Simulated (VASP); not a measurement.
Input of a VASP 6.6.1 run:

File INCAR:

```
SYSTEM = CdSe
PREC     = Accurate       ! precision mode
ENCUT    = 520            ! plane-wave cutoff, eV
EDIFF    = 1E-6           ! SCF threshold, eV
ISMEAR   = 0              ! smearing method
SIGMA    = 0.05           ! smearing width, eV
LREAL    = .False.        ! projectors in reciprocal space
LASPH    = .True.         ! aspherical terms in the spheres
NELM     = 100            ! most SCF steps
ALGO     = Normal         ! electronic algorithm
ISIF     = 2              ! what is computed and relaxed
LWAVE    = .False.        ! write WAVECAR
LCHARG   = .False.        ! write CHGCAR
GGA      = PE             ! functional
NBANDS   = 16             ! bands
```

File KPOINTS:

```
regular mesh
0
Gamma
  10 10 10
  0 0 0
```

Contents of POSCAR:

```
CdSe
1.0
    0.0000000000      3.5631768745      3.0984146735
    3.0984146735      0.0000000000      3.0984146735
    3.0984146735      3.5631768745      0.0000000000
Cd Se
1 1
Direct
    0.0000000000      0.0000000000      0.0000000000
    0.7500000000      0.7500000000      0.7500000000
```

Potentials or basis: VASP PAW PBE potentials, release 64 (Cd, Se).

Launch:

```bash
$ cat potpaw_PBE.64/Cd/POTCAR potpaw_PBE.64/Se/POTCAR > POTCAR
$ mpirun -np 1 vasp_std > vasp.out
```

Task: What does it give for the band gap on the k mesh?

Result: Zero (filled and empty bands touch).

Task: What does it give for the pressure?

Result: -4.6 GPa.

Stress tensor (GPa, compression positive):
```
-3.40  0.00  0.00
 0.00 -6.91  0.00
 0.00  0.00 -3.40
```

Caveat: the cell differs from its parent crystal (engineering shear strain xz +0.0000, normal strain along z +0.1500); the cell stands under tension; semilocal functionals underestimate gaps, and a narrow one can read as zero.
